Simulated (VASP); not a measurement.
# AlRu (Pm-3m) in VASP: further runs

The runs below take AlRu through single point, relaxation of cell and atoms, with PBE+D3(BJ).

All numbers are computed with VASP 6.6.1; they aren't measurements. Logs are shortened: lines on timing, memory, paths and dates and some standing lists are left out, and cuts for length are marked.

## Step 1: The cell of the first run

Symmetry: Pm-3m, No. 221, cubic system. The conventional cell has a = 2.973 Å, b = 2.973 Å, c = 2.973 Å, α = 90.00°, β = 90.00°, γ = 90.00°. Within 3.4 Å of Al (site symmetry m-3m) lie 8 Ru at 2.58 Å and 6 Al at 2.97 Å. Within 3.4 Å of Ru (site symmetry m-3m) lie 8 Al at 2.58 Å and 6 Ru at 2.97 Å.

## Step 2: Single point, PBE+D3(BJ)

INCAR reads:

```
PREC = Accurate
ENCUT = 520
EDIFF = 1E-6
ISMEAR = 0
SIGMA = 0.1
LREAL = False
LASPH = True
NELM = 80
ALGO = Fast
ISIF = 2
LWAVE = False
LCHARG = True
GGA = PE
IVDW = 12
LELF = True
LVHAR = True
NBANDS = 16
```

KPOINTS reads:

```
regular mesh
0
Gamma
  14 14 14
```

POSCAR reads:

```
AlRu
1.0
    2.9734512745      0.0000000000      0.0000000000
    0.0000000000      2.9734512745      0.0000000000
    0.0000000000      0.0000000000      2.9734512745
Al Ru
1 1
Direct
    0.0000000000      0.0000000000      0.0000000000
    0.5000000000      0.5000000000      0.5000000000
```

Potentials or basis: VASP PAW PBE potentials, release 64 (Al, Ru_pv).

The run is started by

```sh
cat potpaw_PBE.64/Al/POTCAR potpaw_PBE.64/Ru_pv/POTCAR > POTCAR
mpirun -np 1 vasp_std > vasp.out
```

OUTCAR:

```text
PREC = Accurate
   ENCUT = 520
   EDIFF = 1E-6
   ISMEAR = 0
   LREAL = False
   LASPH = True
   NELM = 80
   ISIF = 2
   GGA = PE
   IVDW = 12
 IVDW          = 12

 ion  position               nearest neighbor table
   1  0.000  0.000  0.000-   2 2.58   2 2.58   2 2.58   2 2.58   2 2.58   2 2.58   2 2.58   2 2.58

   2  0.500  0.500  0.500-   1 2.58   1 2.58   1 2.58   1 2.58   1 2.58   1 2.58   1 2.58   1 2.58

  LATTYP: Found a simple cubic cell.
 ALAT       =     2.9734512745

  Lattice vectors:

 A1 = (   2.9734512745,   0.0000000000,   0.0000000000)
 A2 = (   0.0000000000,   2.9734512745,   0.0000000000)
 A3 = (   0.0000000000,   0.0000000000,   2.9734512745)

Analysis of symmetry for initial positions (statically):
=====================================================================
 Subroutine PRICEL returns:
 Original cell was already a primitive cell.

 Routine SETGRP: Setting up the symmetry group for a
 simple cubic supercell.

 Subroutine GETGRP returns: Found 48 space group operations
 (whereof 48 operations were pure point group operations)
 out of a pool of 48 trial point group operations.

The static configuration has the point symmetry O_h .

Analysis of symmetry for dynamics (positions and initial velocities):
=====================================================================
 Subroutine PRICEL returns:
 Original cell was already a primitive cell.

 Routine SETGRP: Setting up the symmetry group for a
 simple cubic supercell.

 Subroutine GETGRP returns: Found 48 space group operations
 (whereof 48 operations were pure point group operations)
 out of a pool of 48 trial point group operations.

The dynamic configuration has the point symmetry O_h .

 Subroutine INISYM returns: Found 48 space group operations
 (whereof 48 operations are pure point group operations),
 and found     1 'primitive' translations

----------------------------------------------------------------------------------------

                                     Primitive cell

  volume of cell :      26.2895

  direct lattice vectors                    reciprocal lattice vectors
     2.973451274  0.000000000  0.000000000     0.336309530  0.000000000  0.000000000
     0.000000000  2.973451274  0.000000000     0.000000000  0.336309530  0.000000000
     0.000000000  0.000000000  2.973451274     0.000000000  0.000000000  0.336309530

  length of vectors
     2.973451274  2.973451274  2.973451274     0.336309530  0.336309530  0.336309530

  position of ions in fractional coordinates (direct lattice)
     0.000000000  0.000000000  0.000000000
     0.500000000  0.500000000  0.500000000

  ion indices of the primitive-cell ions
   primitive index   ion index
                 1           1
                 2           2

----------------------------------------------------------------------------------------

 KPOINTS: regular mesh

Automatic generation of k-mesh.
 Grid dimensions read from file:
 generate k-points for:   14   14   14

 Generating k-lattice:

  Cartesian coordinates                     Fractional coordinates (reciprocal lattice)
     0.024022109  0.000000000  0.000000000     0.071428571  0.000000000  0.000000000
     0.000000000  0.024022109  0.000000000     0.000000000  0.071428571  0.000000000
     0.000000000  0.000000000  0.024022109     0.000000000  0.000000000  0.071428571

  Length of vectors
     0.024022109  0.024022109  0.024022109

  Shift w.r.t. Gamma in fractional coordinates (k-lattice)
     0.000000000  0.000000000  0.000000000

 Subroutine IBZKPT returns following result:
 ===========================================

 Found    120 irreducible k-points:

 Following reciprocal coordinates:
            Coordinates               Weight
  0.000000  0.000000  0.000000      1.000000
  0.071429  0.000000  0.000000      6.000000
  0.142857  0.000000  0.000000      6.000000
  0.214286  0.000000  0.000000      6.000000
  0.285714  0.000000  0.000000      6.000000
  0.357143  0.000000  0.000000      6.000000
[... 16 lines left out ...]
  0.285714  0.214286  0.000000     24.000000
  0.357143  0.214286  0.000000     24.000000
 [... further k-points ...]
   k-points           NKPTS =    120   k-points in BZ     NKDIM =    120   number of bands    NBANDS=     16
   number of dos      NEDOS =    301   number of ions     NIONS =      2
   total plane-waves  NPLWV =  13824
   dimension x,y,z NGX =    24 NGY =   24 NGZ =   24
   dimension x,y,z NGXF=    48 NGYF=   48 NGZF=   48
   ions per type =               1   1
   NGX,Y,Z   is equivalent  to a cutoff of  13.42, 13.42, 13.42 a.u.
   NGXF,Y,Z  is equivalent  to a cutoff of  26.84, 26.84, 26.84 a.u.
 SYSTEM =  unknown system
   PREC   = accura    normal or accurate (medium, high low for compatibility)
   ISTART =      0    job   : 0-new  1-cont  2-samecut
   ICHARG =      2    charge: 1-file 2-atom 10-const
   ISPIN  =      1    spin polarized calculation?
   LNONCOLLINEAR =      F non collinear calculations
   LSORBIT =      F    spin-orbit coupling
   LASPH  =      T    aspherical Exc in radial PAW
   ENCUT  =  520.0 eV  38.22 Ry    6.18 a.u.   5.53  5.53  5.53*2*pi/ulx,y,z
   NELM   =     80;   NELMIN=  2; NELMDL= -5     # of ELM steps
   EDIFF  = 0.1E-05   stopping-criterion for ELM
   LREAL  =      F    real-space projection
   EDIFFG = 0.1E-04   stopping-criterion for IOM
   NSW    =      0    number of steps for IOM
   IBRION =     -1    ionic relax: 0-MD 1-quasi-New 2-CG
   NFREE  =      0    steps in history (QN), initial steepest desc. (CG)
   ISIF   =      2    stress and relaxation
   ISYM   =      2    0-nonsym 1-usesym 2-fastsym
   POTIM  = 0.5000    time-step for ionic-motion
   TEBEG  =    0.0;   TEEND  =   0.0 temperature during run
   PSTRESS=    0.0 pullay stress
   NELECT =      17.0000    total number of electrons
   NUPDOWN=      -1.0000    fix difference up-down
   EMIN   =  10.00;   EMAX   =-10.00  energy-range for DOS
   EFERMI =   0.00;   METHOD = LEGACY
   ISMEAR =     0;   SIGMA  =   0.10  broadening in eV -4-tet -1-fermi 0-gaus
   EFERMI_NEDOS =   21; number of points for ismear=-14 and -15
   IALGO  =     68    algorithm
   IMIX   =      4    mixing-type and parameters
     AMIX     =   0.40;   BMIX     =  1.00
     AMIX_MAG =   1.60;   BMIX_MAG =  1.00
  volume/ion in A,a.u.               =      13.14        88.71
  Fermi-wavevector in a.u.,A,eV,Ry     =   1.415675  2.675238 27.267932  2.004136
  Thomas-Fermi vector in A             =   2.537089
   LORBIT       =      0    0 simple, 1 ext, 2 COOP (PROOUT), +10 PAW based schemes
   GGA     = PE    functional components
   LHFCALC =     F    Hartree Fock is set to
   AEXX    =    0.0000 exact exchange contribution
   IVDW    =    12    specifies the selected vdW correction
   LEPSILON=     F    determine dielectric tensor
   LRPA    =     F    only Hartree local field effects (RPA)
 non-spin polarized calculation
 RMM-DIIS sequential band-by-band and
 Gauss-broadening in eV      SIGMA  =   0.10
  energy-cutoff  :      520.00
  volume of cell :       26.29
 maximum number of plane-waves:       739
 NGX is ok and might be reduce to    24
   NGX = 11   NGY = 11   NGZ = 11

 number of electron      16.9999996 magnetization

 Free energy of the ion-electron system (eV)
  ---------------------------------------------------
  ext. energy  EPLUGINS =         0.00000000
  ---------------------------------------------------
  free energy    TOTEN  =       -14.24137305 eV

  energy without entropy =      -14.23194171  energy(sigma->0) =      -14.23665738

 E-fermi :  10.9745     XC(G=0): -12.6600

 val. band max:       10.9663542031   @ k =   0.5000   0.2857   0.1429
 cond. band min:      10.9765884303   @ k =   0.1429   0.0714   0.0714
 fundamental gap:      0.0102342272
 Fermi energy:        10.9745357394

 k-point     1 :       0.0000    0.0000    0.0000
  band No.  band energies     occupation
      1     -30.7929      2.00000
      2     -30.7929      2.00000
      3     -30.7929      2.00000
      4       1.1945      2.00000
      5       7.3127      2.00000
      6       7.3127      2.00000
[... 8 lines left out ...]
     15      23.1001      0.00000
     16      26.4367      0.00000

 k-point     2 :       0.0714    0.0000    0.0000
  band No.  band energies     occupation
      1     -30.8042      2.00000
      2     -30.7920      2.00000
      3     -30.7920      2.00000
      4       1.2943      2.00000
      5       7.3481      2.00000
      6       7.3489      2.00000
[... 8 lines left out ...]
     15      23.1004      0.00000
     16      26.7440      0.00000

 k-point     3 :       0.1429    0.0000    0.0000
  band No.  band energies     occupation
      1     -30.8356      2.00000
      2     -30.7893      2.00000
      3     -30.7893      2.00000
      4       1.5888      2.00000
      5       7.4295      2.00000
      6       7.4498      2.00000
[... 8 lines left out ...]
     15      23.1732      0.00000
     16      27.7102      0.00000

 k-point     4 :       0.2143    0.0000    0.0000
  band No.  band energies     occupation
      1     -30.8808      2.00000
      2     -30.7855      2.00000
      3     -30.7855      2.00000
      4       2.0643      2.00000
      5       7.4659      2.00000
      6       7.6036      2.00000
[... 8 lines left out ...]
     15      23.7347      0.00000
     16      28.2968      0.00000

 k-point     5 :       0.2857    0.0000    0.0000
  band No.  band energies     occupation
      1     -30.9306      2.00000
      2     -30.7812      2.00000
      3     -30.7812      2.00000
      4       2.6993      2.00000
      5       7.3171      2.00000
      6       7.7852      2.00000
[... 8 lines left out ...]
     15      24.1047      0.00000
     16      26.9873      0.00000

 k-point     6 :       0.3571    0.0000    0.0000
  band No.  band energies     occupation
      1     -30.9752      2.00000
      2     -30.7774      2.00000
      3     -30.7774      2.00000
      4       3.4650      2.00000
      5       6.8704      2.00000
      6       7.9602      2.00000
[... 8 lines left out ...]
     15      24.3236      0.00000
     16      25.7129      0.00000

 k-point     7 :       0.4286    0.0000    0.0000
  band No.  band energies     occupation
      1     -31.0059      2.00000
      2     -30.7747      2.00000
      3     -30.7747      2.00000
      4       4.3198      2.00000
      5       6.1547      2.00000
      6       8.0887      2.00000
[... 8 lines left out ...]
     15      24.5692      0.00000
     16      24.5693      0.00000

 k-point     8 :       0.5000    0.0000    0.0000
  band No.  band energies     occupation
      1     -31.0168      2.00000
      2     -30.7738      2.00000
      3     -30.7738      2.00000
      4       5.0501      2.00000
      5       5.4576      2.00000
      6       8.1362      2.00000
[... 8 lines left out ...]
     15      23.9478      0.00000
     16      24.4331      0.00000

 k-point     9 :       0.0714    0.0714    0.0000
  band No.  band energies     occupation
      1     -30.8037      2.00000
      2     -30.8027      2.00000
      3     -30.7910      2.00000
      4       1.3932      2.00000
      5       7.3822      2.00000
      6       7.3881      2.00000
[... 8 lines left out ...]
     15      23.1005      0.00000
     16      27.0246      0.00000
[... 172 lines left out ...]
 k-point    19 :       0.3571    0.1429    0.0000
  band No.  band energies     occupation
      1     -30.9702      2.00000
      2     -30.8185      2.00000
      3     -30.7737      2.00000
      4       3.7613      2.00000
      5       6.9397      2.00000
      6       8.1397      2.00000
[... 8 lines left out ...]
     15      24.2897      0.00000
     16      25.5397      0.00000

 k-point    20 :       0.4286    0.1429    0.0000
  band No.  band energies     occupation
      1     -31.0006      2.00000
      2     -30.8156      2.00000
      3     -30.7710      2.00000
      4       4.5700      2.00000
      5       6.2361      2.00000
      6       8.2930      2.00000
[... 8 lines left out ...]
     15      23.1313      0.00000
     16      24.3950      0.00000

 k-point    21 :       0.5000    0.1429    0.0000
  band No.  band energies     occupation
      1     -31.0114      2.00000
      2     -30.8146      2.00000
      3     -30.7701      2.00000
      4       5.3588      2.00000
      5       5.4749      2.00000
      6       8.3558      2.00000
[... 8 lines left out ...]
     15      23.1014      0.00000
     16      23.4893      0.00000

 k-point    22 :       0.2143    0.2143    0.0000
  band No.  band energies     occupation
      1     -30.8744      2.00000
      2     -30.8693      2.00000
      3     -30.7780      2.00000
      4       2.8586      2.00000
      5       7.6010      2.00000
      6       7.9693      2.00000
[... 8 lines left out ...]
     15      25.6996      0.00000
     16      25.9696      0.00000

 k-point    23 :       0.2857    0.2143    0.0000
  band No.  band energies     occupation
      1     -30.9210      2.00000
      2     -30.8666      2.00000
      3     -30.7737      2.00000
      4       3.4222      2.00000
      5       7.4160      2.00000
      6       8.1746      2.00000
[... 8 lines left out ...]
     15      24.8469      0.00000
     16      26.4553      0.00000

 k-point    24 :       0.3571    0.2143    0.0000
  band No.  band energies     occupation
      1     -30.9648      2.00000
      2     -30.8621      2.00000
      3     -30.7698      2.00000
      4       4.0798      2.00000
      5       6.9781      2.00000
      6       8.3700      2.00000
[... 8 lines left out ...]
     15      23.7126      0.00000
     16      25.4908      0.00000

 [... further k-points ...]

------------------------ aborting loop because EDIFF is reached ----------------------------------------

 Edisp (eV)   -1.04970

 E8    (eV) :    -0.4754

  FORCE on cell =-STRESS in cart. coord.  units (eV):
  Direction    XX          YY          ZZ          XY          YZ          ZX
  --------------------------------------------------------------------------------------
  -------------------------------------------------------------------------------------
  Total      -0.01127    -0.01127    -0.01127    -0.00000     0.00000    -0.00000
  in kB      -0.68669    -0.68669    -0.68669    -0.00000     0.00000    -0.00000
  external pressure =       -0.69 kB  Pullay stress =        0.00 kB

 VOLUME and BASIS-vectors are now :
 -----------------------------------------------------------------------------
  energy-cutoff  :      520.00
  volume of cell :       26.29
      direct lattice vectors                 reciprocal lattice vectors
     2.973451274  0.000000000  0.000000000     0.336309530  0.000000000  0.000000000
     0.000000000  2.973451274  0.000000000     0.000000000  0.336309530  0.000000000
     0.000000000  0.000000000  2.973451274     0.000000000  0.000000000  0.336309530

 POSITION                                       TOTAL-FORCE (eV/Angst)
 -----------------------------------------------------------------------------------
      0.00000      0.00000      0.00000         0.000000      0.000000      0.000000
      1.48673      1.48673      1.48673         0.000000      0.000000      0.000000
 -----------------------------------------------------------------------------------
    total drift:                                0.000000     -0.000000     -0.000000

  FREE ENERGIE OF THE ION-ELECTRON SYSTEM (eV)
  ---------------------------------------------------
  free  energy   TOTEN  =       -15.2910728357 eV

  energy  without entropy=      -15.2816414962  energy(sigma->0) =      -15.28635717
```

Wall time 13 s (1 thread of Intel Xeon 6975P-C (Granite Rapids), shared host); peak memory 0.18 GiB.

Results:

| Item | Value |
| --- | --- |
| Free energy | -15.2911 eV |
| Pressure | -0.1 GPa |
| Dispersion energy per atom | -0.525 eV |

Caveat: pairwise dispersion overbinds metals, which lowers pressure and volume.

(Part 1 of 2 ends here.)
